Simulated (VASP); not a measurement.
Here is a VASP 6.6.1 calculation.

The input INCAR:

```
SYSTEM = BaS
  PREC = Accurate
  ENCUT = 520
  EDIFF = 1E-8
  ISMEAR = 1
  SIGMA = 0.001
  LREAL = .False.
  LASPH = .True.
  NELM = 60
  ALGO = Normal
  ISIF = 2
  LWAVE = .False.
  LCHARG = .False.
  GGA = PE
  LEFG = .True.
  NBANDS = 15
```

KPOINTS

```
Automatic mesh
0
Gamma
  9 9 9
  0 0 0
```

Contents of POSCAR:

```
BaS
1.0
    0.0000000000      3.5161364223      3.5161364223
    3.5161364223      0.0000000000      3.5161364223
    3.5161364223      3.5161364223      0.0000000000
Ba S
1 1
Direct
    0.0000000000      0.0000000000      0.0000000000
    0.2500000000      0.2500000000      0.2500000000
```

Potentials or basis: VASP PAW PBE potentials, release 64 (Ba_sv, S).

Command:

```bash
$ cat potpaw_PBE.64/Ba_sv/POTCAR potpaw_PBE.64/S/POTCAR > POTCAR
$ mpirun -np 1 vasp_std > vasp.out
```

(1) Predict the pressure.

(2) What does it give for the band gap on the k mesh?

Answers

(1) 0.5 GPa.

(2) 2.79 eV, indirect (least direct gap 3.45 eV).

Caveat: without QUAD_EFG the Cq values of the log hold for a quadrupole moment of 1 mb, not for the nuclei; spin-orbit coupling is left out, which moves the levels of the heavy elements.
